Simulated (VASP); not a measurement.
# GaN (P6_3mc) in VASP: relaxation of cell and atoms with PBE

Aim: the relaxation of cell and atoms of GaN with PBE.

Program: VASP 6.6.1. These are calculated values, not measurements. Logs are shortened: lines on timing, memory, paths and dates and some standing lists are left out, and cuts for length are marked.

### 1 The cell of the first run

It takes space group P6_3mc (No. 186, hexagonal). The conventional cell has a = 3.189 Å, b = 3.189 Å, c = 5.192 Å, α = 90.00°, β = 90.00°, γ = 120.00°. Within 2.6 Å of Ga (site symmetry 3m) lie 4 N at 1.95 to 1.96 Å. Within 2.6 Å of N (site symmetry 3m) lie 4 Ga at 1.95 to 1.96 Å.

### 2 Relaxation of cell and atoms, PBE

Input file INCAR:

```
SYSTEM = GaN
PREC     = Accurate       ! precision mode
ENCUT    = 600            ! plane-wave cutoff, eV
EDIFF    = 1E-6           ! SCF threshold, eV
ISMEAR   = 0              ! smearing method
SIGMA    = 0.01           ! smearing width, eV
LREAL    = .FALSE.        ! projectors in reciprocal space
LASPH    = .TRUE.         ! aspherical terms in the spheres
NELM     = 100            ! most SCF steps
ALGO     = Normal         ! electronic algorithm
ISIF     = 3              ! what is computed and relaxed
LWAVE    = .FALSE.        ! write WAVECAR
LCHARG   = .FALSE.        ! write CHGCAR
GGA      = PE             ! functional
IBRION   = 2              ! ionic algorithm
NSW      = 80             ! ionic steps
EDIFFG   = -0.005         ! ionic threshold
```

Input file KPOINTS:

```
Automatic mesh
0
G
  10 10 6
  0 0 0
```

Input file POSCAR:

```
GaN
1.0
    3.1889304000      0.0000000000      0.0000000000
   -1.5944652000      2.7616947000      0.0000000000
    0.0000000000      0.0000000000      5.1923572000
Ga N
2 2
Direct
    0.6666666700      0.3333333300      0.4990837100
    0.3333333300      0.6666666700      0.9990837100
    0.6666666700      0.3333333300      0.8759162900
    0.3333333300      0.6666666700      0.3759162900
```

Potentials or basis: VASP PAW PBE potentials, release 64 (Ga_d, N).

Command:

```console
$ cat potpaw_PBE.64/Ga_d/POTCAR potpaw_PBE.64/N/POTCAR > POTCAR
$ mpirun -np 1 vasp_std > vasp.out
```

OUTCAR:

```text
SYSTEM = GaN
   PREC = Accurate
   ENCUT = 600
   EDIFF = 1E-6
   ISMEAR = 0
   LREAL = .FALSE.
   LASPH = .TRUE.
   NELM = 100
   ISIF = 3
   GGA = PE
   IBRION = 2
   NSW = 80
   EDIFFG = -0.005

 ion  position               nearest neighbor table
   1  0.667  0.333  0.499-   4 1.95   4 1.95   4 1.95   3 1.96
   2  0.333  0.667  0.999-   3 1.95   3 1.95   3 1.95   4 1.96
   3  0.667  0.333  0.876-   2 1.95   2 1.95   2 1.95   1 1.96
   4  0.333  0.667  0.376-   1 1.95   1 1.95   1 1.95   2 1.96

  LATTYP: Found a hexagonal cell.
 ALAT       =     3.1889304000
 C/A-ratio  =     1.6282441285

  Lattice vectors:

 A1 = (   3.1889304000,   0.0000000000,   0.0000000000)
 A2 = (  -1.5944652000,   2.7616947000,   0.0000000000)
 A3 = (   0.0000000000,   0.0000000000,   5.1923572000)

Analysis of symmetry for initial positions (statically):
=====================================================================
 Subroutine PRICEL returns:
 Original cell was already a primitive cell.

 Routine SETGRP: Setting up the symmetry group for a
 hexagonal supercell.

 Subroutine GETGRP returns: Found 12 space group operations
 (whereof  6 operations were pure point group operations)
 out of a pool of 24 trial point group operations.

The static configuration has the point symmetry C_3v.
 The point group associated with its full space group is C_6v.

Analysis of symmetry for dynamics (positions and initial velocities):
=====================================================================
 Subroutine PRICEL returns:
 Original cell was already a primitive cell.

 Routine SETGRP: Setting up the symmetry group for a
 hexagonal supercell.

 Subroutine GETGRP returns: Found 12 space group operations
 (whereof  6 operations were pure point group operations)
 out of a pool of 24 trial point group operations.

The dynamic configuration has the point symmetry C_3v.
 The point group associated with its full space group is C_6v.

 Subroutine INISYM returns: Found 12 space group operations
 (whereof  6 operations are pure point group operations),
 and found     1 'primitive' translations

----------------------------------------------------------------------------------------

                                     Primitive cell

  volume of cell :      45.7283

  direct lattice vectors                    reciprocal lattice vectors
     3.188930400  0.000000000  0.000000000     0.313584768  0.181048253  0.000000000
    -1.594465200  2.761694700  0.000000000     0.000000000  0.362096505  0.000000000
     0.000000000  0.000000000  5.192357200     0.000000000  0.000000000  0.192590756

  length of vectors
     3.188930400  3.188930368  5.192357200     0.362096502  0.362096505  0.192590756

  position of ions in fractional coordinates (direct lattice)
     0.666666670  0.333333330  0.499083710
     0.333333330  0.666666670  0.999083710
     0.666666670  0.333333330  0.875916290
     0.333333330  0.666666670  0.375916290

  ion indices of the primitive-cell ions
   primitive index   ion index
                 1           1
                 2           2
                 3           3
                 4           4

----------------------------------------------------------------------------------------

 KPOINTS: Automatic mesh

Automatic generation of k-mesh.
 Grid dimensions read from file:
 generate k-points for:   10   10    6

 Generating k-lattice:

  Cartesian coordinates                     Fractional coordinates (reciprocal lattice)
     0.031358477  0.018104825  0.000000000     0.100000000 -0.000000000  0.000000000
     0.000000000  0.036209651  0.000000000     0.000000000  0.100000000  0.000000000
     0.000000000  0.000000000  0.032098459     0.000000000  0.000000000  0.166666667

  Length of vectors
     0.036209650  0.036209651  0.032098459

  Shift w.r.t. Gamma in fractional coordinates (k-lattice)
     0.000000000  0.000000000  0.000000000

 Subroutine IBZKPT returns following result:
 ===========================================

 Found     56 irreducible k-points:

 Following reciprocal coordinates:
            Coordinates               Weight
  0.000000  0.000000  0.000000      1.000000
  0.100000  0.000000  0.000000      6.000000
  0.200000  0.000000  0.000000      6.000000
  0.300000 -0.000000  0.000000      6.000000
  0.400000  0.000000  0.000000      6.000000
  0.500000 -0.000000  0.000000      3.000000
[... 16 lines left out ...]
  0.300000  0.100000  0.166667     24.000000
  0.400000  0.100000  0.166667     24.000000
 [... further k-points ...]
   k-points           NKPTS =     56   k-points in BZ     NKDIM =     56   number of bands    NBANDS=     22
   number of dos      NEDOS =    301   number of ions     NIONS =      4
   total plane-waves  NPLWV =  32928
   dimension x,y,z NGX =    28 NGY =   28 NGZ =   42
   dimension x,y,z NGXF=    56 NGYF=   56 NGZF=   84
   ions per type =               2   2
   NGX,Y,Z   is equivalent  to a cutoff of  14.60, 14.60, 13.45 a.u.
   NGXF,Y,Z  is equivalent  to a cutoff of  29.19, 29.19, 26.89 a.u.
 SYSTEM =  GaN
   PREC   = accura    normal or accurate (medium, high low for compatibility)
   ISTART =      0    job   : 0-new  1-cont  2-samecut
   ICHARG =      2    charge: 1-file 2-atom 10-const
   ISPIN  =      1    spin polarized calculation?
   LNONCOLLINEAR =      F non collinear calculations
   LSORBIT =      F    spin-orbit coupling
   LASPH  =      T    aspherical Exc in radial PAW
   ENCUT  =  600.0 eV  44.10 Ry    6.64 a.u.   6.37  6.37 10.37*2*pi/ulx,y,z
   NELM   =    100;   NELMIN=  2; NELMDL= -5     # of ELM steps
   EDIFF  = 0.1E-05   stopping-criterion for ELM
   LREAL  =      F    real-space projection
   EDIFFG = -.5E-02   stopping-criterion for IOM
   NSW    =     80    number of steps for IOM
   IBRION =      2    ionic relax: 0-MD 1-quasi-New 2-CG
   NFREE  =      1    steps in history (QN), initial steepest desc. (CG)
   ISIF   =      3    stress and relaxation
   ISYM   =      2    0-nonsym 1-usesym 2-fastsym
   POTIM  = 0.5000    time-step for ionic-motion
   TEBEG  =    0.0;   TEEND  =   0.0 temperature during run
   PSTRESS=    0.0 pullay stress
   NELECT =      36.0000    total number of electrons
   NUPDOWN=      -1.0000    fix difference up-down
   EMIN   =  10.00;   EMAX   =-10.00  energy-range for DOS
   EFERMI =   0.00;   METHOD = LEGACY
   ISMEAR =     0;   SIGMA  =   0.01  broadening in eV -4-tet -1-fermi 0-gaus
   EFERMI_NEDOS =   21; number of points for ismear=-14 and -15
   IALGO  =     38    algorithm
   IMIX   =      4    mixing-type and parameters
     AMIX     =   0.40;   BMIX     =  1.00
     AMIX_MAG =   1.60;   BMIX_MAG =  1.00
  volume/ion in A,a.u.               =      11.43        77.15
  Fermi-wavevector in a.u.,A,eV,Ry     =   1.511636  2.856578 31.089905  2.285044
  Thomas-Fermi vector in A             =   2.621667
   LORBIT       =      0    0 simple, 1 ext, 2 COOP (PROOUT), +10 PAW based schemes
   GGA     = PE    functional components
   LHFCALC =     F    Hartree Fock is set to
   AEXX    =    0.0000 exact exchange contribution
   IVDW    =     0    specifies the selected vdW correction
   LEPSILON=     F    determine dielectric tensor
   LRPA    =     F    only Hartree local field effects (RPA)
 conjugate gradient relaxation of ions
 non-spin polarized calculation
 Gauss-broadening in eV      SIGMA  =   0.01
  energy-cutoff  :      600.00
  volume of cell :       45.73
 maximum number of plane-waves:      1550
 NGX is ok and might be reduce to    28
   NGX = 13   NGY = 13   NGZ = 21

--------------------------------------- Ionic step        1  -------------------------------------------

 number of electron      35.9999997 magnetization

 Free energy of the ion-electron system (eV)
  ---------------------------------------------------
  ext. energy  EPLUGINS =         0.00000000
  ---------------------------------------------------
  free energy    TOTEN  =       -24.30901737 eV

  energy without entropy =      -24.30901737  energy(sigma->0) =      -24.30901737

------------------------ aborting loop because EDIFF is reached ----------------------------------------

  FORCE on cell =-STRESS in cart. coord.  units (eV):
  Direction    XX          YY          ZZ          XY          YZ          ZX
  --------------------------------------------------------------------------------------
  -------------------------------------------------------------------------------------
  Total        1.4274885      1.4274885      1.4693534      0.0000000     -0.0000000      0.0000000
  in kB       50.0147316     50.0147303     51.4815441      0.0000000     -0.0000000      0.0000000
  external PRESSURE =      50.5036687 kB  Pullay stress =       0.0000000 kB
[... 251 lines left out ...]
  energy  without entropy=      -24.3289674146  energy(sigma->0) =      -24.32896741

--------------------------------------- Ionic step        8  -------------------------------------------

 number of electron      36.0000002 magnetization

 Free energy of the ion-electron system (eV)
  ---------------------------------------------------
  ext. energy  EPLUGINS =         0.00000000
  ---------------------------------------------------
  free energy    TOTEN  =       -24.32896978 eV

  energy without entropy =      -24.32896978  energy(sigma->0) =      -24.32896978

 E-fermi :   5.1230     XC(G=0): -11.5172

 val. band max:        5.0128358730   @ k =   0.0000   0.0000   0.0000
 cond. band min:       6.7317050056   @ k =   0.0000   0.0000   0.0000
 fundamental gap:      1.7188691326
 Fermi energy:         5.1229736280

 k-point     1 :       0.0000    0.0000    0.0000
  band No.  band energies     occupation
      1     -10.7261      2.00000
      2      -9.9015      2.00000
      3      -8.4081      2.00000
      4      -8.3938      2.00000
      5      -8.3938      2.00000
      6      -8.3379      2.00000
[... 574 lines left out ...]
      6      -8.2056      2.00000
[... 14 lines left out ...]
     21      11.8588      0.00000
     22      12.9517      0.00000

 [... further k-points ...]
[... 5 lines left out ...]
  --------------------------------------------------------------------------------------
  -------------------------------------------------------------------------------------
  Total       -0.0188382     -0.0188382      0.0064319      0.0000000     -0.0000000      0.0000000
  in kB       -0.6419785     -0.6419785      0.2191888      0.0000000     -0.0000000      0.0000000
  external PRESSURE =      -0.3549227 kB  Pullay stress =       0.0000000 kB
[... 19 lines left out ...]
  FREE ENERGIE OF THE ION-ELECTRON SYSTEM (eV)
  ---------------------------------------------------
  free  energy   TOTEN  =       -24.3289697810 eV

  energy  without entropy=      -24.3289697810  energy(sigma->0) =      -24.32896978

 reached required accuracy - stopping structural energy minimisation
```

It took 4.7 min on 1 thread of Intel Xeon Platinum 8259CL at 2.50GHz (Skylake/Cascade Lake), shared host; peak memory 0.22 GiB.

Results:

```yaml
Free_energy: -24.3290 eV
Relaxed_volume: 11.75 Å³/atom
Relaxed_cell: a = 3.218 Å, b = 3.218 Å, c = 5.242 Å, α = 90.00°, β = 90.00°, γ = 120.00°
Space_group_after_relaxing_to_0.1_Å: P6_3mc (No. 186)
Energy_gained_by_relaxing: 5.0 meV/atom
Ionic_steps: 8
Pressure_after_relaxing: 0.0 GPa
Band_gap_on_the_k_mesh: 1.72 eV
```

Step by step:
```csv
step,energy change (eV),largest force (eV/Å),pressure (GPa),volume (Å³)
1,0.0000,0.0058,5.05,45.73
2,-0.0061,0.0043,-3.79,48.15
3,-0.0200,0.0002,0.02,47.03
4,-0.0199,0.0001,-0.47,47.05
5,-0.0196,0.0039,0.69,46.84
6,-0.0199,0.0010,0.06,47.00
7,-0.0200,0.0010,0.04,47.01
8,-0.0200,0.0008,-0.04,47.01
```

Final structure:
```
Ga N
1.0
     3.21818    0.00000    0.00000
    -1.60909    2.78703    0.00000
     0.00000    0.00000    5.24176
Ga N
2 2
Direct
  0.66667 0.33333 0.49911
  0.33333 0.66667 0.99911
  0.66667 0.33333 0.87589
  0.33333 0.66667 0.37589
```
